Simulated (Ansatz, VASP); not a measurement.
**Two plane-wave programs on C**

Contents of INCAR:

```
  PREC = Accurate
  ENCUT = 520
  EDIFF = 1E-6
  ISMEAR = 0
  SIGMA = 0.05
  LREAL = F
  LASPH = T
  NELM = 120
  ALGO = Normal
  ISIF = 2
  LWAVE = F
  LCHARG = T
  LDIPOL = T
  IDIPOL = 3
  DIPOL = 0.5 0.5 0.500
  GGA = PS
  LELF = T
  LVHAR = T
  LVACPOTAV = T
  NBANDS = 41
  GGA_COMPAT = F
  NELMDL = -8
```

The input KPOINTS:

```
regular mesh
0
Gamma
  11 6 1
```

File POSCAR:

```
C
1.0
    2.4588524064      0.0000000000      0.0000000000
    0.0000000000      4.2614788157      0.0000000000
    0.0000000000      0.0000000000     26.6816211282
C
14
Direct
    0.5000000000      0.3329292815      0.2810923656
    0.0000000000      0.4161283600      0.3041275240
    0.0000000000      0.5826151621      0.3502223840
    0.5000000000      0.6658142405      0.3732575424
    0.5000000000      0.8323010426      0.4193524024
    0.0000000000      0.9155001210      0.4423875608
    0.0000000000      0.0819869231      0.4884824208
    0.5000000000      0.1651860016      0.5115175792
    0.5000000000      0.3316728036      0.5576124392
    0.0000000000      0.4148718821      0.5806475976
    0.0000000000      0.5813586841      0.6267424576
    0.5000000000      0.6645577626      0.6497776160
    0.5000000000      0.8310445646      0.6958724760
    0.0000000000      0.9142436431      0.7189076344
```

Input for Ansatz:

```yaml
crystal:
  lattice:
    - [2.4588524064, 0.0, 0.0]
    - [0.0, 4.2614788157, 0.0]
    - [0.0, 0.0, 26.6816211282]
  atoms:
    - { symbol: C, position: [0.5, 0.3329292815, 0.2810923656] }
    - { symbol: C, position: [0.0, 0.41612836, 0.304127524] }
    - { symbol: C, position: [0.0, 0.5826151621, 0.350222384] }
    - { symbol: C, position: [0.5, 0.6658142405, 0.3732575424] }
    - { symbol: C, position: [0.5, 0.8323010426, 0.4193524024] }
    - { symbol: C, position: [0.0, 0.915500121, 0.4423875608] }
    - { symbol: C, position: [0.0, 0.0819869231, 0.4884824208] }
    - { symbol: C, position: [0.5, 0.1651860016, 0.5115175792] }
    - { symbol: C, position: [0.5, 0.3316728036, 0.5576124392] }
    - { symbol: C, position: [0.0, 0.4148718821, 0.5806475976] }
    - { symbol: C, position: [0.0, 0.5813586841, 0.6267424576] }
    - { symbol: C, position: [0.5, 0.6645577626, 0.649777616] }
    - { symbol: C, position: [0.5, 0.8310445646, 0.695872476] }
    - { symbol: C, position: [0.0, 0.9142436431, 0.7189076344] }
basis:
  ecutwfc: 420
kpoints:
  mp_grid: { grid: [11, 6, 1] }
hamiltonian:
  xc: pbesol
scf:
  occupations: { method: gaussian, width: 0.05 }
output:
  forces: true
  stress: true
  eigenvalues: true
  write_density: true
  write_potential: true
  elf: true
  volumetric_format: npy
efield:
  axis: 3
  dipole_correction: true
  ramp_width: 0.04
```

Alike in both runs: task single point; functional PBEsol; k mesh 11 × 6 × 1; occupations gaussian, width 0.05 eV; no spin polarisation.

|  | VASP | Ansatz |
| --- | --- | --- |
| version | VASP 6.6.1 | Ansatz 0.2.0 |
| potentials or method | VASP PAW PBE potentials, release 64 (C), cutoff 520 eV | scalar-relativistic, plane waves, PAW |
| valence electrons in the cell | 56 | 56 |

|  | VASP | Ansatz | Ansatz less VASP |
| --- | --- | --- | --- |
| gap on the k mesh at the Fermi level (eV) | none | none | - |
| rms of the force components (eV/Å) | 0.779 | 0.785 | +0.0069 |
| work function, face that differs most (eV) | 6.39 | 6.40 | +0.003 |

VASP's potentials were made for PBE, not for PBEsol. Atom by atom the forces differ by 0.014 eV/Å (rms over components). A gap of «none» marks a metal or a gap that the smearing closes. The functional is the same, so the differences come from potentials, cutoffs and numerics. Ansatz's warnings: xc potential rough in thin density.
